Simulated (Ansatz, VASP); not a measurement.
# Cu: VASP beside Ansatz

File INCAR:

```
SYSTEM = Cu
PREC = Accurate ; ENCUT = 520
EDIFF = 1E-6 ; ISMEAR = -1
SIGMA = 0.08 ; LREAL = .FALSE.
LASPH = .TRUE. ; NELM = 100
ALGO = Normal ; ISIF = 2
LWAVE = .FALSE. ; LCHARG = .TRUE.
GGA = PS ; LELF = .TRUE.
LVHAR = .TRUE. ; NBANDS = 12
```

File KPOINTS:

```
Automatic mesh
0
G
  19 19 19
  0 0 0
```

The input POSCAR:

```
Cu
1.0
    0.0000000000      1.7713500000      1.8075000000
    1.7713500000      0.0000000000      1.8075000000
    1.7713500000      1.7713500000      0.0000000000
Cu
1
Direct
    0.0000000000      0.0000000000      0.0000000000
```

Input for Ansatz:

```yaml
crystal:
  lattice:
    - [0.0, 1.77135, 1.8075]
    - [1.77135, 0.0, 1.8075]
    - [1.77135, 1.77135, 0.0]
  atoms:
    - { symbol: Cu, position: [0.0, 0.0, 0.0] }
kpoints:
  mp_grid: { grid: [19, 19, 19] }
  band_path:
    path:
      - [0.0, 0.0, 0.0]
      - [0.0, 0.5, 0.5]
      - [0.25, 0.75, 0.5]
      - [0.0, 0.5, 0.0]
      - [0.0, 0.0, 0.0]
      - [0.5, 0.5, 0.0]
      - [0.37005, 0.62995, 0.0]
      - [-0.37005, 0.37005, 0.0]
      - [0.0, 0.0, 0.0]
    npoints: 5
scf:
  occupations: { method: fermi_dirac, width: 0.08 }
hamiltonian:
  xc: pbesol
  pseudopotentials: { kind: all_electron, lapw: { basis_error: 0.00025 } }
output:
  forces: true
  stress: true
  eigenvalues: true
```

Change from the starting cell: equal xx and yy strain of -2 %.

Alike in both runs: task single point; functional PBEsol; k mesh 19 × 19 × 19; occupations fermi-dirac, width 0.08 eV; no spin polarisation.

|  | VASP | Ansatz |
| --- | --- | --- |
| version | VASP 6.6.1 | Ansatz 0.2.0 |
| potentials or method | VASP PAW PBE potentials, release 64 (Cu), cutoff 520 eV | all-electron LAPW, scalar-relativistic |

```tsv
	VASP	Ansatz	Ansatz less VASP
pressure (GPa)	0.3	-0.5	-0.74
traceless stress, the component that is largest in VASP (GPa)	-0.81	-0.84	-0.025
```

VASP's potentials were made for PBE, not for PBEsol. Ansatz ran all-electron here, and VASP with PAW potentials.
